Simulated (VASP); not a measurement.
Nb: single point with RPBE

Nb:

```
CELL_PARAMETERS angstrom
0.00000 2.09373 2.09373
2.09373 0.00000 2.09373
2.09373 2.09373 0.00000
ATOMIC_POSITIONS crystal
Nb 0.00000 0.00000 0.00000
```

This cell differs from its parent crystal: volume scaled by 0.96.

```yaml
Program: VASP 6.6.1
Task: single point
Functional: RPBE
Potentials_or_basis: VASP PAW PBE potentials, release 64 (Nb_sv)
Cutoff: 520 eV
k_mesh: 21 × 21 × 21
Occupations: fermi-dirac, width 0.1 eV
Spin: no spin polarisation
```

```
Pressure : 6.4 GPa
```

Levels at points of the mesh, in eV from the Fermi level:
```
           k point  band 2  band 3  band 4  band 5  band 6  band 7  band 8  band 9  band 10  band 11
(0.00, 0.00, 0.00)  -30.14  -30.14  -30.14   -6.28    0.08    0.08    0.08    2.76     2.76    11.81
```

It took 33 s on 1 thread of Intel Xeon 6975P-C, on a shared host, peak memory 0.19 GiB.

Caveat: the PAW data sets were made with another functional, which shifts forces and pressure a little.
